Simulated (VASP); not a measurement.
# Pb (I4/mmm) in VASP: further runs

Runs on Pb. Level: PBEsol. Tasks: single point.

All numbers are computed with VASP 6.6.1; they aren't measurements. Logs are shortened: lines on timing, memory, paths and dates and some standing lists are left out, and cuts for length are marked.

## 1. The cell of the first run

Symmetry: I4/mmm, No. 139, tetragonal system. The conventional cell has a = 3.493 Å, b = 3.493 Å, c = 5.187 Å, α = 90.00°, β = 90.00°, γ = 90.00°. Pb (site symmetry 4/mmm) has 12 Pb at 3.49 to 3.58 Å within 4.6 Å.

## 2. Single point, PBEsol (strain +0.000 along x and y, +0.050 along z)

The input, INCAR:

```
  PREC = Accurate
  ENCUT = 520
  EDIFF = 1E-6
  ISMEAR = 0
  SIGMA = 0.15
  LREAL = F
  LASPH = T
  NELM = 60
  ALGO = Fast
  ISIF = 2
  LWAVE = F
  LCHARG = F
  GGA = PS
  NBANDS = 13
```

The input, KPOINTS:

```
Automatic mesh
0
Gamma
  16 16 16
```

The input, POSCAR:

```
Pb
1.0
    0.0000000000      2.4698000000      2.5932900000
    2.4698000000      0.0000000000      2.5932900000
    2.4698000000      2.4698000000      0.0000000000
Pb
1
Direct
    0.0000000000      0.0000000000      0.0000000000
```

Potentials or basis: VASP PAW PBE potentials, release 64 (Pb_d).

The run is started by

```
$ cat potpaw_PBE.64/Pb_d/POTCAR > POTCAR
$ mpirun -np 1 vasp_std > vasp.out
```

OUTCAR:

```text
PREC = Accurate
   ENCUT = 520
   EDIFF = 1E-6
   ISMEAR = 0
   LREAL = F
   LASPH = T
   NELM = 60
   ISIF = 2
   GGA = PS

 ion  position               nearest neighbor table
   1  0.000  0.000  0.000-

  LATTYP: Found a body centered tetragonal cell.
 ALAT       =     3.4928246563
 C/A-ratio  =     1.4849242405

  Lattice vectors:

 A1 = (  -2.4698000000,   0.0000000000,   2.5932900000)
 A2 = (   2.4698000000,   0.0000000000,   2.5932900000)
 A3 = (   0.0000000000,   2.4698000000,  -2.5932900000)

Analysis of symmetry for initial positions (statically):
=====================================================================
 Subroutine PRICEL returns:
 Original cell was already a primitive cell.

 Routine SETGRP: Setting up the symmetry group for a
 body centered tetragonal supercell.

 Subroutine GETGRP returns: Found 16 space group operations
 (whereof 16 operations were pure point group operations)
 out of a pool of 16 trial point group operations.

The static configuration has the point symmetry D_4h.

Analysis of symmetry for dynamics (positions and initial velocities):
=====================================================================
 Subroutine PRICEL returns:
 Original cell was already a primitive cell.

 Routine SETGRP: Setting up the symmetry group for a
 body centered tetragonal supercell.

 Subroutine GETGRP returns: Found 16 space group operations
 (whereof 16 operations were pure point group operations)
 out of a pool of 16 trial point group operations.

The dynamic configuration has the point symmetry D_4h.

 Subroutine INISYM returns: Found 16 space group operations
 (whereof 16 operations are pure point group operations),
 and found     1 'primitive' translations

----------------------------------------------------------------------------------------

                                     Primitive cell

  volume of cell :      31.6377

  direct lattice vectors                    reciprocal lattice vectors
     0.000000000  2.469800000  2.593290000    -0.202445542  0.202445542  0.192805278
     2.469800000  0.000000000  2.593290000     0.202445542 -0.202445542  0.192805278
     2.469800000  2.469800000  0.000000000     0.202445542  0.202445542 -0.192805278

  length of vectors
     3.581210000  3.581210000  3.492824656     0.345169915  0.345169915  0.345169915

  position of ions in fractional coordinates (direct lattice)
[... 77 lines left out ...]
   EDIFF  = 0.1E-05   stopping-criterion for ELM
   LREAL  =      F    real-space projection
   EDIFFG = 0.1E-04   stopping-criterion for IOM
   NSW    =      0    number of steps for IOM
   IBRION =     -1    ionic relax: 0-MD 1-quasi-New 2-CG
   NFREE  =      0    steps in history (QN), initial steepest desc. (CG)
   ISIF   =      2    stress and relaxation
   ISYM   =      2    0-nonsym 1-usesym 2-fastsym
   POTIM  = 0.5000    time-step for ionic-motion
   TEBEG  =    0.0;   TEEND  =   0.0 temperature during run
   PSTRESS=    0.0 pullay stress
   NELECT =      14.0000    total number of electrons
   NUPDOWN=      -1.0000    fix difference up-down
   EMIN   =  10.00;   EMAX   =-10.00  energy-range for DOS
   EFERMI =   0.00;   METHOD = LEGACY
   ISMEAR =     0;   SIGMA  =   0.15  broadening in eV -4-tet -1-fermi 0-gaus
   EFERMI_NEDOS =   21; number of points for ismear=-14 and -15
   IALGO  =     68    algorithm
   IMIX   =      4    mixing-type and parameters
     AMIX     =   0.40;   BMIX     =  1.00
     AMIX_MAG =   1.60;   BMIX_MAG =  1.00
  volume/ion in A,a.u.               =      31.64       213.50
  Fermi-wavevector in a.u.,A,eV,Ry     =   1.247525  2.357481 21.175004  1.556319
  Thomas-Fermi vector in A             =   2.381653
   LORBIT       =      0    0 simple, 1 ext, 2 COOP (PROOUT), +10 PAW based schemes
   GGA     = PS    functional components
   LHFCALC =     F    Hartree Fock is set to
   AEXX    =    0.0000 exact exchange contribution
   IVDW    =     0    specifies the selected vdW correction
   LEPSILON=     F    determine dielectric tensor
   LRPA    =     F    only Hartree local field effects (RPA)
 non-spin polarized calculation
 RMM-DIIS sequential band-by-band and
 Gauss-broadening in eV      SIGMA  =   0.15
  energy-cutoff  :      520.00
  volume of cell :       31.64
 maximum number of plane-waves:       885
   NGX = 13   NGY = 13   NGZ = 13

 number of electron      14.0000004 magnetization

 Free energy of the ion-electron system (eV)
  ---------------------------------------------------
  ext. energy  EPLUGINS =         0.00000000
  ---------------------------------------------------
  free energy    TOTEN  =        -3.98946992 eV

  energy without entropy =       -3.98426585  energy(sigma->0) =       -3.98686788

 E-fermi :   6.6556     XC(G=0): -10.1389

 val. band max:        6.6512907312   @ k =  -0.4375   0.1875   0.3750
 cond. band min:       6.6729567009   @ k =  -0.1875   0.1875   0.0625
 fundamental gap:      0.0216659697
 Fermi energy:         6.6556179046

 k-point     1 :       0.0000    0.0000    0.0000
  band No.  band energies     occupation
      1     -10.3656      2.00000
      2     -10.3078      2.00000
      3     -10.3078      2.00000
      4     -10.2283      2.00000
      5     -10.1794      2.00000
      6      -4.8524      2.00000
      7      13.6994      0.00000
      8      13.6994      0.00000
      9      13.7526      0.00000
     10      16.3929      0.00000
     11      17.4194      0.00000
     12      18.7679      0.00000
     13      18.8587      0.00000
[... 354 lines left out ...]
  band No.  band energies     occupation
      1     -10.3449      2.00000
      2     -10.3127      2.00000
      3     -10.2972      2.00000
      4     -10.2205      2.00000
      5     -10.1876      2.00000
      6      -4.6541      2.00000
      7      11.8685      0.00000
      8      12.8379      0.00000
      9      13.8053      0.00000
     10      16.1072      0.00000
     11      18.0978      0.00000
     12      18.9541      0.00000
     13      20.0396      0.00000

 [... further k-points ...]
[... 5 lines left out ...]
  --------------------------------------------------------------------------------------
  -------------------------------------------------------------------------------------
  Total       -0.4027928     -0.4027928     -0.5324832      0.0000000      0.0000000     -0.0000000
  in kB      -20.3979996    -20.3979996    -26.9657096      0.0000000      0.0000000     -0.0000000
  external PRESSURE =     -22.5872363 kB  Pullay stress =       0.0000000 kB

 VOLUME and BASIS-vectors are now :
 -----------------------------------------------------------------------------
  energy-cutoff  :      520.00
  volume of cell :       31.64
      direct lattice vectors                 reciprocal lattice vectors
     0.000000000  2.469800000  2.593290000    -0.202445542  0.202445542  0.192805278
     2.469800000  0.000000000  2.593290000     0.202445542 -0.202445542  0.192805278
     2.469800000  2.469800000  0.000000000     0.202445542  0.202445542 -0.192805278

 POSITION                                       TOTAL-FORCE (eV/Angst)
 -----------------------------------------------------------------------------------
      0.00000      0.00000      0.00000         0.000000     -0.000000      0.000000
 -----------------------------------------------------------------------------------
    total drift:                               -0.000000     -0.000000     -0.000000

  FREE ENERGIE OF THE ION-ELECTRON SYSTEM (eV)
  ---------------------------------------------------
  free  energy   TOTEN  =        -3.9894699154 eV

  energy  without entropy=       -3.9842658453  energy(sigma->0) =       -3.98686788
```

OSZICAR:

```text
N       E                     dE             d eps       ncg     rms          rms(c)
DAV:   1     0.107095707736E+03    0.10710E+03   -0.71303E+03  9191   0.125E+03
DAV:   2     0.115636329500E+01   -0.10594E+03   -0.10267E+03  9494   0.310E+02
DAV:   3    -0.388138326013E+01   -0.50377E+01   -0.50156E+01 11287   0.731E+01
DAV:   4    -0.400002689621E+01   -0.11864E+00   -0.11861E+00 11271   0.121E+01
DAV:   5    -0.400514756838E+01   -0.51207E-02   -0.51204E-02 12673   0.232E+00    0.541E-01
RMM:   6    -0.399240430751E+01    0.12743E-01   -0.14268E-02 10819   0.172E+00    0.267E-01
RMM:   7    -0.398944879435E+01    0.29555E-02   -0.87013E-03 10931   0.103E+00    0.933E-02
RMM:   8    -0.398940651761E+01    0.42277E-04   -0.16679E-03 12793   0.633E-01    0.155E-02
RMM:   9    -0.398946141137E+01   -0.54894E-04   -0.56260E-04 13464   0.236E-01    0.158E-02
RMM:  10    -0.398946378935E+01   -0.23780E-05   -0.15741E-04 11782   0.224E-01    0.692E-03
RMM:  11    -0.398946868992E+01   -0.49006E-05   -0.80849E-05 14390   0.926E-02    0.275E-03
RMM:  12    -0.398946975428E+01   -0.10644E-05   -0.11476E-05 10067   0.358E-02    0.267E-03
RMM:  13    -0.398946991540E+01   -0.16112E-06   -0.21297E-06  6707   0.157E-02
   1 F= -.39894699E+01 E0= -.39868679E+01  d E =-.520407E-02
```

stdout:

```text
POSCAR found type information on POSCAR Pb
 POSCAR found :  1 types and       1 ions
 scaLAPACK will be used
 -----------------------------------------------------------------------------
|                                                                             |
|                                                                             |
|     You enforced a specific xc type in the INCAR file but a different       |
|     I HOPE YOU KNOW WHAT YOU ARE DOING!                                     |
|                                                                             |
 -----------------------------------------------------------------------------

 LDA part: xc-table for (Slater+PW92), standard interpolation
 POSCAR, INCAR and KPOINTS ok, starting setup
 FFT: planning ... GRIDC
 FFT: planning ... GRID_SOFT
 FFT: planning ... GRID
 WAVECAR not read
 entering main loop
WARNING in EDDRMM: call to ZHEGV failed, returncode =   6  3     12
WARNING in EDDRMM: call to ZHEGV failed, returncode =   8  4     12
```

Wall time 78 s (1 thread of Intel Xeon 6975P-C (Granite Rapids), shared host); peak memory 0.26 GiB.

Results:

```
Free energy            : -3.9895 eV
Pressure               : -2.3 GPa
Band gap on the k mesh : zero (band 7 reaches 13.70 eV, above the bottom of band 8 at 4.89 eV)
```

Levels at points of the mesh, in eV from the Fermi level:
| k point | band 5 | band 6 | band 7 | band 8 | band 9 | band 10 |
| --- | --- | --- | --- | --- | --- | --- |
| (0.00, 0.00, 0.00) | -16.84 | -11.51 | 7.04 | 7.04 | 7.10 | 9.74 |
| (0.50, 0.00, 0.00) | -16.73 | -8.12 | -4.03 | 4.89 | 5.72 | 8.89 |
| (0.50, 0.50, 0.00) | -16.71 | -7.15 | -3.38 | 2.36 | 2.36 | 5.58 |
| (0.50, 0.00, 0.50) | -16.68 | -6.64 | -3.01 | 1.63 | 1.96 | 5.06 |

Caveat: the cell differs from its parent crystal (strain +0.000 along x and y, +0.050 along z); the PAW data sets were made with another functional, which shifts forces and pressure a little; spin-orbit coupling is left out, which moves the levels of the heavy elements.

## 3. Single point, PBEsol (strain +0.025 along x and y, +0.000 along z)

The input, INCAR:

```
SYSTEM = Pb
PREC = Accurate
ENCUT = 520
EDIFF = 1E-6
ISMEAR = 0
SIGMA = 0.15
LREAL = .FALSE.
LASPH = .TRUE.
NELM = 80
ALGO = Fast
ISIF = 2
LWAVE = .FALSE.
LCHARG = .FALSE.
GGA = PS
NBANDS = 13
```

The input, KPOINTS:

```
regular mesh
0
G
  16 16 16
  0 0 0
```

The input, POSCAR:

```
Pb
1.0
    0.0000000000      2.5315450000      2.4698000000
    2.5315450000      0.0000000000      2.4698000000
    2.5315450000      2.5315450000      0.0000000000
Pb
1
Direct
    0.0000000000      0.0000000000      0.0000000000
```

Potentials or basis: VASP PAW PBE potentials, release 64 (Pb_d).

The run is started by

```
$ cat potpaw_PBE.64/Pb_d/POTCAR > POTCAR
$ mpirun -np 1 vasp_std > vasp.out
```

Run time: 66 s. Hardware: 1 thread of Intel Xeon 6975P-C (Granite Rapids), shared host; peak memory 0.26 GiB.

The run converged. Its results:

| Quantity | Value |
| --- | --- |
| Free energy | -3.9906 eV |
| Pressure | -2.3 GPa |
| Band gap on the k mesh | zero (band 7 reaches 13.68 eV, above the bottom of band 8 at 4.97 eV) |

Stress tensor (GPa, compression positive):
```
-2.48  0.00  0.00
 0.00 -2.48  0.00
 0.00  0.00 -2.04
```

Levels at points of the mesh, in eV from the Fermi level:
| k point | band 4 | band 5 | band 6 | band 7 | band 8 | band 9 | band 10 | band 11 |
| --- | --- | --- | --- | --- | --- | --- | --- | --- |
| (0.00, 0.00, 0.00) | -16.89 | -16.87 | -11.52 | 7.01 | 7.05 | 7.05 | 9.70 | 10.73 |
| (0.50, 0.00, 0.00) | -16.76 | -16.75 | -8.14 | -4.05 | 5.11 | 5.48 | 9.01 | 9.18 |
| (0.50, 0.50, 0.00) | -16.72 | -16.72 | -6.66 | -3.02 | 1.76 | 1.76 | 5.03 | 6.31 |
| (0.50, 0.00, 0.50) | -16.74 | -16.72 | -6.91 | -3.22 | 1.98 | 2.13 | 5.29 | 6.57 |

Caveat: the cell differs from its parent crystal (strain +0.025 along x and y, +0.000 along z); the PAW data sets were made with another functional, which shifts forces and pressure a little; spin-orbit coupling is left out, which moves the levels of the heavy elements.

## 4. Single point, PBEsol (strain +0.025 along x and y, +0.050 along z)

The input, INCAR:

```
SYSTEM = Pb
PREC = Accurate
ENCUT = 520
EDIFF = 1E-6
ISMEAR = 0
SIGMA = 0.15
LREAL = .False.
LASPH = .True.
NELM = 80
ALGO = Fast
ISIF = 2
LWAVE = .False.
LCHARG = .False.
GGA = PS
NBANDS = 13
```

The input, KPOINTS:

```
Automatic mesh
0
Gamma
  16 16 16
  0 0 0
```

The input, POSCAR:

```
Pb
1.0
    0.0000000000      2.5315450000      2.5932900000
    2.5315450000      0.0000000000      2.5932900000
    2.5315450000      2.5315450000      0.0000000000
Pb
1
Direct
    0.0000000000      0.0000000000      0.0000000000
```

The run is started by

```
$ cat potpaw_PBE.64/Pb_d/POTCAR > POTCAR
$ mpirun -np 1 vasp_std > vasp.out
```

Run time: 71 s. Hardware: 1 thread of Intel Xeon 6975P-C (Granite Rapids), shared host; peak memory 0.26 GiB.

It converged, with:

* Free energy: -3.9600 eV
* Pressure: -3.9 GPa
* Band gap on the k mesh: zero (band 7 reaches 12.82 eV, above the bottom of band 8 at 4.53 eV)

Stress tensor (GPa, compression positive):
```
-3.83  0.00  0.00
 0.00 -3.83  0.00
 0.00  0.00 -4.06
```

Levels at points of the mesh, in eV from the Fermi level:
```csv
k point,band 5,band 6,band 7,band 8,band 9,band 10
"(0.00, 0.00, 0.00)",-16.86,-11.21,6.66,6.66,6.69,9.66
"(0.50, 0.00, 0.00)",-16.76,-8.09,-3.82,4.86,5.23,8.61
"(0.50, 0.50, 0.00)",-16.74,-7.05,-3.08,2.09,2.09,5.24
"(0.50, 0.00, 0.50)",-16.73,-6.82,-2.91,1.74,1.89,5.00
```

Caveat: the cell differs from its parent crystal (strain +0.025 along x and y, +0.050 along z); the PAW data sets were made with another functional, which shifts forces and pressure a little; spin-orbit coupling is left out, which moves the levels of the heavy elements.

## 5. Single point, PBEsol (strain +0.050 along x and y, +0.025 along z)

The input, INCAR:

```
  PREC = Accurate
  ENCUT = 520
  EDIFF = 1E-7
  ISMEAR = 0
  SIGMA = 0.15
  LREAL = F
  LASPH = T
  NELM = 80
  ALGO = Fast
  ISIF = 2
  LWAVE = F
  LCHARG = F
  GGA = PS
  NBANDS = 13
```

The input, KPOINTS:

```
regular mesh
0
Gamma
  16 16 16
```

The input, POSCAR:

```
Pb
1.0
    0.0000000000      2.5932900000      2.5315450000
    2.5932900000      0.0000000000      2.5315450000
    2.5932900000      2.5932900000      0.0000000000
Pb
1
Direct
    0.0000000000      0.0000000000      0.0000000000
```

The run is started by

```
$ cat potpaw_PBE.64/Pb_d/POTCAR > POTCAR
$ mpirun -np 1 vasp_std > vasp.out
```

Wall time 69 s (1 thread of Intel Xeon 6975P-C (Granite Rapids), shared host); peak memory 0.26 GiB.

Results (log left out):

- Free energy: -3.9388 eV
- Pressure: -4.5 GPa
- Band gap on the k mesh: zero (band 7 reaches 12.39 eV, above the bottom of band 8 at 4.37 eV)

Stress tensor (GPa, compression positive):
```
-4.65  0.00  0.00
 0.00 -4.65  0.00
 0.00  0.00 -4.33
```

Levels at points of the mesh, in eV from the Fermi level:
| k point | band 5 | band 6 | band 7 | band 8 | band 9 | band 10 |
| --- | --- | --- | --- | --- | --- | --- |
| (0.00, 0.00, 0.00) | -16.85 | -11.07 | 6.48 | 6.51 | 6.51 | 9.64 |
| (0.50, 0.00, 0.00) | -16.76 | -8.07 | -3.70 | 4.75 | 5.09 | 8.43 |
| (0.50, 0.50, 0.00) | -16.74 | -6.78 | -2.76 | 1.71 | 1.71 | 4.87 |
| (0.50, 0.00, 0.50) | -16.73 | -6.99 | -2.93 | 1.90 | 2.05 | 5.10 |

Caveat: the cell differs from its parent crystal (strain +0.050 along x and y, +0.025 along z); the PAW data sets were made with another functional, which shifts forces and pressure a little; spin-orbit coupling is left out, which moves the levels of the heavy elements.

## 6. The runs side by side

| cell | further INCAR settings | gap on the mesh (eV) | pressure (GPa) |
| --- | --- | --- | --- |
| a = 3.581, b = 3.581, c = 3.493 Å, angles 60.8, 60.8, 58.4°, 1 atom | ALGO = Fast; EDIFF = 1e-06; NBANDS = 13 | none | -2.3 |
| a = 3.537, b = 3.537, c = 3.580 Å, angles 59.6, 59.6, 60.8°, 1 atom | ALGO = Fast; EDIFF = 1e-06; NBANDS = 13 | none | -2.3 |
| a = 3.624, b = 3.624, c = 3.580 Å, angles 60.4, 60.4, 59.2°, 1 atom | ALGO = Fast; EDIFF = 1e-06; NBANDS = 13 | none | -3.9 |
| a = 3.624, b = 3.624, c = 3.667 Å, angles 59.6, 59.6, 60.8°, 1 atom | ALGO = Fast; EDIFF = 1e-07; NBANDS = 13 | none | -4.5 |

Alike in all rows: task single point; level PBEsol; potentials or basis VASP PAW PBE potentials, release 64 (Pb_d); no spin polarisation; k mesh 16 × 16 × 16; cutoff (eV) 520; smearing gaussian 0.15 eV.

Caveats: the PAW data sets were made with another functional, which shifts forces and pressure a little; spin-orbit coupling is left out, which moves the levels of the heavy elements.

Total energies depend on the potentials used, so only differences within one code and one set of settings carry meaning.
